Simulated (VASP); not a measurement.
# AlSn (P-6m2) in VASP: notebook

AlSn is run at these levels: RPBE, revPBE; tasks: single point.

Program: VASP 6.6.1. These are calculated values, not measurements. Logs are shortened: lines on timing, memory, paths and dates and some standing lists are left out, and cuts for length are marked.

## 1. The cell of the first run

Symmetry: P-6m2, No. 187, hexagonal system. Conventional cell: a = 4.198 Å, b = 4.198 Å, c = 3.307 Å, α = 90.00°, β = 90.00°, γ = 120.00°. Sn (site symmetry -6m2) has 6 Al at 2.93 Å and 2 Sn at 3.31 Å within 3.9 Å. Al (site symmetry -6m2) has 6 Sn at 2.93 Å and 2 Al at 3.31 Å within 3.9 Å.

## 2. Single point, RPBE

File INCAR:

```
  PREC = Accurate
  ENCUT = 520
  EDIFF = 1E-7
  ISMEAR = -1
  SIGMA = 0.05
  LREAL = False
  LASPH = True
  NELM = 80
  ALGO = Fast
  ISIF = 2
  LWAVE = False
  LCHARG = False
  GGA = RP
  NBANDS = 16
```

File KPOINTS:

```
regular mesh
0
Gamma
  7 7 8
```

File POSCAR:

```
AlSn
1.0
    4.1981056157      0.0000000000      0.0000000000
   -2.0990528078      3.6356661109      0.0000000000
    0.0000000000      0.0000000000      3.3068470000
Sn Al
1 1
Direct
    0.3333333333      0.6666666667      0.5000000000
    0.0000000000      0.0000000000      0.0000000000
```

Potentials or basis: VASP PAW PBE potentials, release 64 (Sn_d, Al).

The run is started by

```sh
> cat potpaw_PBE.64/Sn_d/POTCAR potpaw_PBE.64/Al/POTCAR > POTCAR
> mpirun -np 1 vasp_std > vasp.out
```

OUTCAR:

```text
PREC = Accurate
   ENCUT = 520
   EDIFF = 1E-7
   ISMEAR = -1
   LREAL = False
   LASPH = True
   NELM = 80
   ISIF = 2
   GGA = RP

 ion  position               nearest neighbor table
   1  0.333  0.667  0.500-   2 2.93   2 2.93   2 2.93   2 2.93   2 2.93   2 2.93
   2  0.000  0.000  0.000-   1 2.93   1 2.93   1 2.93   1 2.93   1 2.93   1 2.93

  LATTYP: Found a hexagonal cell.
 ALAT       =     4.1981056157
 C/A-ratio  =     0.7876998110

  Lattice vectors:

 A1 = (   4.1981056157,   0.0000000000,   0.0000000000)
 A2 = (  -2.0990528078,   3.6356661109,   0.0000000000)
 A3 = (   0.0000000000,   0.0000000000,   3.3068470000)

Analysis of symmetry for initial positions (statically):
=====================================================================
 Subroutine PRICEL returns:
 Original cell was already a primitive cell.

 Routine SETGRP: Setting up the symmetry group for a
 hexagonal supercell.

 Subroutine GETGRP returns: Found 12 space group operations
 (whereof 12 operations were pure point group operations)
 out of a pool of 24 trial point group operations.

The static configuration has the point symmetry D_3h.

Analysis of symmetry for dynamics (positions and initial velocities):
=====================================================================
 Subroutine PRICEL returns:
 Original cell was already a primitive cell.

 Routine SETGRP: Setting up the symmetry group for a
 hexagonal supercell.

 Subroutine GETGRP returns: Found 12 space group operations
 (whereof 12 operations were pure point group operations)
 out of a pool of 24 trial point group operations.

The dynamic configuration has the point symmetry D_3h.

 Subroutine INISYM returns: Found 12 space group operations
 (whereof 12 operations are pure point group operations),
 and found     1 'primitive' translations

----------------------------------------------------------------------------------------

                                     Primitive cell

  volume of cell :      50.4721

  direct lattice vectors                    reciprocal lattice vectors
     4.198105616  0.000000000  0.000000000     0.238202678  0.137526380  0.000000000
    -2.099052808  3.635666111  0.000000000     0.000000000  0.275052760  0.000000000
     0.000000000  0.000000000  3.306847000     0.000000000  0.000000000  0.302402863

  length of vectors
     4.198105616  4.198105616  3.306847000     0.275052760  0.275052760  0.302402863

  position of ions in fractional coordinates (direct lattice)
     0.333333333  0.666666667  0.500000000
     0.000000000  0.000000000  0.000000000

  ion indices of the primitive-cell ions
   primitive index   ion index
                 1           1
                 2           2

----------------------------------------------------------------------------------------

 KPOINTS: regular mesh

Automatic generation of k-mesh.
 Grid dimensions read from file:
 generate k-points for:    7    7    8

 Generating k-lattice:

  Cartesian coordinates                     Fractional coordinates (reciprocal lattice)
     0.034028954  0.019646626  0.000000000     0.142857143  0.000000000  0.000000000
     0.000000000  0.039293251  0.000000000     0.000000000  0.142857143  0.000000000
     0.000000000  0.000000000  0.037800358     0.000000000  0.000000000  0.125000000

  Length of vectors
     0.039293251  0.039293251  0.037800358

  Shift w.r.t. Gamma in fractional coordinates (k-lattice)
     0.000000000  0.000000000  0.000000000

 Subroutine IBZKPT returns following result:
 ===========================================

 Found     40 irreducible k-points:

 Following reciprocal coordinates:
            Coordinates               Weight
  0.000000  0.000000  0.000000      1.000000
  0.142857  0.000000  0.000000      6.000000
  0.285714  0.000000  0.000000      6.000000
  0.428571  0.000000  0.000000      6.000000
  0.142857  0.142857  0.000000      6.000000
  0.285714  0.142857  0.000000     12.000000
[... 16 lines left out ...]
  0.428571  0.142857  0.250000     12.000000
  0.285714  0.285714  0.250000     12.000000
 [... further k-points ...]
   k-points           NKPTS =     40   k-points in BZ     NKDIM =     40   number of bands    NBANDS=     16
   number of dos      NEDOS =    301   number of ions     NIONS =      2
   total plane-waves  NPLWV =  28672
   dimension x,y,z NGX =    32 NGY =   32 NGZ =   28
   dimension x,y,z NGXF=    64 NGYF=   64 NGZF=   56
   ions per type =               1   1
   NGX,Y,Z   is equivalent  to a cutoff of  12.67, 12.67, 14.08 a.u.
   NGXF,Y,Z  is equivalent  to a cutoff of  25.34, 25.34, 28.15 a.u.
 SYSTEM =  unknown system
   PREC   = accura    normal or accurate (medium, high low for compatibility)
   ISTART =      0    job   : 0-new  1-cont  2-samecut
   ICHARG =      2    charge: 1-file 2-atom 10-const
   ISPIN  =      1    spin polarized calculation?
   LNONCOLLINEAR =      F non collinear calculations
   LSORBIT =      F    spin-orbit coupling
   LASPH  =      T    aspherical Exc in radial PAW
   ENCUT  =  520.0 eV  38.22 Ry    6.18 a.u.   7.81  7.81  6.15*2*pi/ulx,y,z
   NELM   =     80;   NELMIN=  2; NELMDL= -5     # of ELM steps
   EDIFF  = 0.1E-06   stopping-criterion for ELM
   LREAL  =      F    real-space projection
   EDIFFG = 0.1E-05   stopping-criterion for IOM
   NSW    =      0    number of steps for IOM
   IBRION =     -1    ionic relax: 0-MD 1-quasi-New 2-CG
   NFREE  =      0    steps in history (QN), initial steepest desc. (CG)
   ISIF   =      2    stress and relaxation
   ISYM   =      2    0-nonsym 1-usesym 2-fastsym
   POTIM  = 0.5000    time-step for ionic-motion
   TEBEG  =    0.0;   TEEND  =   0.0 temperature during run
   PSTRESS=    0.0 pullay stress
   NELECT =      17.0000    total number of electrons
   NUPDOWN=      -1.0000    fix difference up-down
   EMIN   =  10.00;   EMAX   =-10.00  energy-range for DOS
   EFERMI =   0.00;   METHOD = LEGACY
   ISMEAR =    -1;   SIGMA  =   0.05  broadening in eV -4-tet -1-fermi 0-gaus
   EFERMI_NEDOS =   21; number of points for ismear=-14 and -15
   IALGO  =     68    algorithm
   IMIX   =      4    mixing-type and parameters
     AMIX     =   0.40;   BMIX     =  1.00
     AMIX_MAG =   1.60;   BMIX_MAG =  1.00
  volume/ion in A,a.u.               =      25.24       170.30
  Fermi-wavevector in a.u.,A,eV,Ry     =   1.139044  2.152482 17.652500  1.297422
  Thomas-Fermi vector in A             =   2.275748
   LORBIT       =      0    0 simple, 1 ext, 2 COOP (PROOUT), +10 PAW based schemes
   GGA     = RP    functional components
   LHFCALC =     F    Hartree Fock is set to
   AEXX    =    0.0000 exact exchange contribution
   IVDW    =     0    specifies the selected vdW correction
   LEPSILON=     F    determine dielectric tensor
   LRPA    =     F    only Hartree local field effects (RPA)
 non-spin polarized calculation
 RMM-DIIS sequential band-by-band and
  energy-cutoff  :      520.00
  volume of cell :       50.47
 maximum number of plane-waves:      1374
 NGX is ok and might be reduce to    32
   NGX = 15   NGY = 15   NGZ = 13

 number of electron      16.9999999 magnetization

 Free energy of the ion-electron system (eV)
  ---------------------------------------------------
  ext. energy  EPLUGINS =         0.00000000
  ---------------------------------------------------
  free energy    TOTEN  =        -6.59150259 eV

  energy without entropy =       -6.58722568  energy(sigma->0) =       -6.58936414

 E-fermi :   6.5414     XC(G=0):  -9.4846

 val. band max:        6.5348096190   @ k =   0.0000   0.0000   0.1250
 cond. band min:       6.7087786041   @ k =   0.4286   0.1429   0.5000
 fundamental gap:      0.1739689851
 Fermi energy:         6.5414079334

 k-point     1 :       0.0000    0.0000    0.0000
  band No.  band energies     occupation
      1     -14.8893      2.00000
      2     -14.7859      2.00000
      3     -14.7859      2.00000
      4     -14.7656      2.00000
      5     -14.7656      2.00000
      6      -3.9071      2.00000
[... 8 lines left out ...]
     15      18.1958      0.00000
     16      19.2936      0.00000

 k-point     2 :       0.1429    0.0000    0.0000
  band No.  band energies     occupation
      1     -14.8877      2.00000
      2     -14.7864      2.00000
      3     -14.7823      2.00000
      4     -14.7668      2.00000
      5     -14.7659      2.00000
      6      -3.6958      2.00000
[... 8 lines left out ...]
     15      16.6820      0.00000
     16      18.9839      0.00000

 k-point     3 :       0.2857    0.0000    0.0000
  band No.  band energies     occupation
      1     -14.8844      2.00000
      2     -14.7873      2.00000
      3     -14.7740      2.00000
      4     -14.7695      2.00000
      5     -14.7667      2.00000
      6      -3.0870      2.00000
[... 8 lines left out ...]
     15      16.2142      0.00000
     16      17.9649      0.00000

 k-point     4 :       0.4286    0.0000    0.0000
  band No.  band energies     occupation
      1     -14.8818      2.00000
      2     -14.7879      2.00000
      3     -14.7716      2.00000
      4     -14.7674      2.00000
      5     -14.7672      2.00000
      6      -2.2672      2.00000
[... 8 lines left out ...]
     15      15.9281      0.00000
     16      17.5928      0.00000
[... 324 lines left out ...]
 k-point    22 :       0.2857    0.1429    0.2500
  band No.  band energies     occupation
      1     -14.8057      2.00000
      2     -14.8006      2.00000
      3     -14.7949      2.00000
      4     -14.7801      2.00000
      5     -14.7671      2.00000
      6      -1.6628      2.00000
[... 8 lines left out ...]
     15      16.9645      0.00000
     16      18.4040      0.00000

 k-point    23 :       0.4286    0.1429    0.2500
  band No.  band energies     occupation
      1     -14.8071      2.00000
      2     -14.8012      2.00000
      3     -14.7942      2.00000
      4     -14.7784      2.00000
      5     -14.7650      2.00000
      6      -1.0835      2.00000
[... 8 lines left out ...]
     15      17.0061      0.00000
     16      19.2365      0.00000

 k-point    24 :       0.2857    0.2857    0.2500
  band No.  band energies     occupation
      1     -14.8060      2.00000
      2     -14.8028      2.00000
      3     -14.7916      2.00000
      4     -14.7767      2.00000
      5     -14.7682      2.00000
      6      -0.9724      2.00000
[... 8 lines left out ...]
     15      18.7272      0.00000
     16      18.7952      0.00000

 [... further k-points ...]

------------------------ aborting loop because EDIFF is reached ----------------------------------------

  FORCE on cell =-STRESS in cart. coord.  units (eV):
  Direction    XX          YY          ZZ          XY          YZ          ZX
  --------------------------------------------------------------------------------------
  -------------------------------------------------------------------------------------
  Total        0.4099759      0.4099759      0.5110447      0.0000000     -0.0000000     -0.0000000
  in kB       13.0141982     13.0141982     16.2225082      0.0000000     -0.0000000     -0.0000000
  external PRESSURE =      14.0836348 kB  Pullay stress =       0.0000000 kB

 VOLUME and BASIS-vectors are now :
 -----------------------------------------------------------------------------
  energy-cutoff  :      520.00
  volume of cell :       50.47
      direct lattice vectors                 reciprocal lattice vectors
     4.198105616  0.000000000  0.000000000     0.238202678  0.137526380  0.000000000
    -2.099052808  3.635666111  0.000000000     0.000000000  0.275052760  0.000000000
     0.000000000  0.000000000  3.306847000     0.000000000  0.000000000  0.302402863

 POSITION                                       TOTAL-FORCE (eV/Angst)
 -----------------------------------------------------------------------------------
     -0.00000      2.42378      1.65342        -0.000000      0.000000      0.000000
      0.00000      0.00000      0.00000         0.000000     -0.000000      0.000000
 -----------------------------------------------------------------------------------
    total drift:                                0.000000     -0.000000     -0.000000

  FREE ENERGIE OF THE ION-ELECTRON SYSTEM (eV)
  ---------------------------------------------------
  free  energy   TOTEN  =        -6.5915025949 eV

  energy  without entropy=       -6.5872256837  energy(sigma->0) =       -6.58936414
```

Run time: 50 s. Hardware: 1 thread of AMD EPYC 7R13 (Zen 3), shared host; peak memory 0.15 GiB.

What came out:

```yaml
Free_energy: -6.5915 eV
Pressure: 1.4 GPa
```

Caveat: the PAW data sets were made with another functional, which shifts forces and pressure a little; spin-orbit coupling is left out, which moves the levels of the heavy elements.

(Continued in part 2 of 2.)
